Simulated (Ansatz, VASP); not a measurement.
**CaSe: VASP beside Ansatz**

Contents of INCAR:

```
SYSTEM = CaSe
PREC = Accurate ; ENCUT = 520
EDIFF = 1E-6 ; ISMEAR = 0
SIGMA = 0.05 ; LREAL = .FALSE.
LASPH = .TRUE. ; NELM = 100
ALGO = Normal ; ISIF = 2
LWAVE = .FALSE. ; LCHARG = .FALSE.
GGA = PS ; NBANDS = 15
```

File KPOINTS:

```
regular mesh
0
G
  8 8 8
  0 0 0
```

POSCAR

```
CaSe
1.0
    0.0000000000      2.9560000000      2.9560000000
    2.9560000000      0.0000000000      2.9560000000
    2.9560000000      2.9560000000      0.0000000000
Ca Se
1 1
Direct
    0.0000000000      0.0000000000      0.0000000000
    0.4851995940      0.4851995940      0.5148004060
```

Input for Ansatz:

```yaml
crystal:
  lattice:
    - [0.0, 2.956, 2.956]
    - [2.956, 0.0, 2.956]
    - [2.956, 2.956, 0.0]
  atoms:
    - { symbol: Ca, position: [0.0, 0.0, 0.0] }
    - { symbol: Se, position: [0.485199594, 0.485199594, 0.514800406] }
basis:
  ecutwfc: 420
kpoints:
  mp_grid: { grid: [8, 8, 8] }
hamiltonian:
  xc: pbesol
scf:
  occupations: { method: gaussian, width: 0.05 }
output:
  forces: true
  stress: true
  eigenvalues: true
```

Change from the starting cell: all Se atoms moved +0.087 Å, as atom 2 towards its neighbour atom 1 (Ca) at 2.956 Å.

Alike in both runs: task single point; functional PBEsol; k mesh 8 × 8 × 8; occupations gaussian, width 0.05 eV; no spin polarisation.

|  | VASP | Ansatz |
| --- | --- | --- |
| version | VASP 6.6.1 | Ansatz 0.2.0 |
| potentials or method | VASP PAW PBE potentials, release 64 (Ca_sv, Se), cutoff 520 eV | scalar-relativistic, plane waves, PAW |
| valence electrons in the cell | 16 | 26 |

VASP gave:

- gap on the k mesh at the Fermi level (eV): 1.94
- least direct gap on the mesh (eV): 2.87
- pressure (GPa): -0.8
- traceless stress, the component that is largest in VASP (GPa): 0.34
- rms of the force components (eV/Å): 0.155

Question: Estimate Ansatz's values.

Answer: gap on the k mesh at the Fermi level (eV): 1.95; least direct gap on the mesh (eV): 2.88; pressure (GPa): -1.0; traceless stress, the component that is largest in VASP (GPa): 0.33; rms of the force components (eV/Å): 0.152.

VASP's potentials were made for PBE, not for PBEsol. Atom by atom the forces differ by 0.003 eV/Å (rms over components). VASP's potentials hold 16 valence electrons a cell and Ansatz's 26, so a difference there can come from the potentials and not from the codes.
